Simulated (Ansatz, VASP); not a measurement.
## One calculation of Sn, two programs

```
Sn
1.0
    -1.75441    1.75461    2.29754
     1.75441   -1.75461    2.29754
     1.75441    1.75461   -2.29754
Sn
1
Direct
  0.00000 0.00000 0.00000
```

Change from the starting cell: strain +0.0600 x Voigt [0, 0, 1, 0, 0, 0], atoms carried along.

Alike in both runs: task single point; functional PBE; dispersion D3(BJ); k mesh 24 × 24 × 24; occupations gaussian, width 0.15 eV; no spin polarisation.

|  | VASP | Ansatz |
| --- | --- | --- |
| version | VASP 6.6.1 | Ansatz 0.2.0 |
| potentials or method | VASP PAW PBE potentials, release 64 (Sn_d), cutoff 520 eV | scalar-relativistic, plane waves, PAW |
| valence electrons in the cell | 14 | 14 |

VASP gave:

| Quantity | Value |
| --- | --- |
| gap on the k mesh at the Fermi level (eV) | none |
| pressure (GPa) | -2.7 |
| traceless stress, the component that is largest in VASP (GPa) | 0.15 |

Problem. Which values does Ansatz return?

Solution. gap on the k mesh at the Fermi level (eV): none; pressure (GPa): -2.6; traceless stress, the component that is largest in VASP (GPa): 0.15.

A gap of «none» marks a metal or a gap that the smearing closes.
